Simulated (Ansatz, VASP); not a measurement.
## N: VASP beside Ansatz

```
N
1.0
     5.73902    0.00000    0.00000
     0.00000    5.73902    0.00000
     0.00000    0.00000    5.73902
N
4
Cartesian
  0.0021 0.0021 0.0021
  2.8674 5.7369 2.8716
  2.8716 2.8674 5.7369
  5.7369 2.8716 2.8674
```

Alike in both runs: functional r2SCAN; k mesh 4 × 4 × 4; occupations gaussian, width 0.02 eV; collinear spin.

Ansatz relaxed the structure, and its values are those at the end. VASP's run is a single point on that final structure, the one shown.

```csv
,VASP,Ansatz
version,VASP 6.6.1,Ansatz 0.2.0
potentials or method,"VASP PAW PBE potentials, release 64 (N), cutoff 520 eV","scalar-relativistic, plane waves, PAW"
valence electrons in the cell,20,20
```

Ansatz gave:

- gap on the k mesh at the Fermi level (eV): 4.73
- least direct gap on the mesh (eV): 4.79
- pressure (GPa): 0.0
- net moment per atom (μB): 3.00
- size of the moment on the site where the two differ most (μB): 2.95

Q: Which values does VASP return?

A: gap on the k mesh at the Fermi level (eV): 4.73; least direct gap on the mesh (eV): 4.80; pressure (GPa): -0.1; net moment per atom (μB): 3.00; size of the moment on the site where the two differ most (μB): 1.99.

VASP's potentials were made for PBE, not for r2SCAN. Site moments also hang on the region over which each program counts them. Ansatz's warnings: stress scf threshold loose, xc potential rough in thin density.
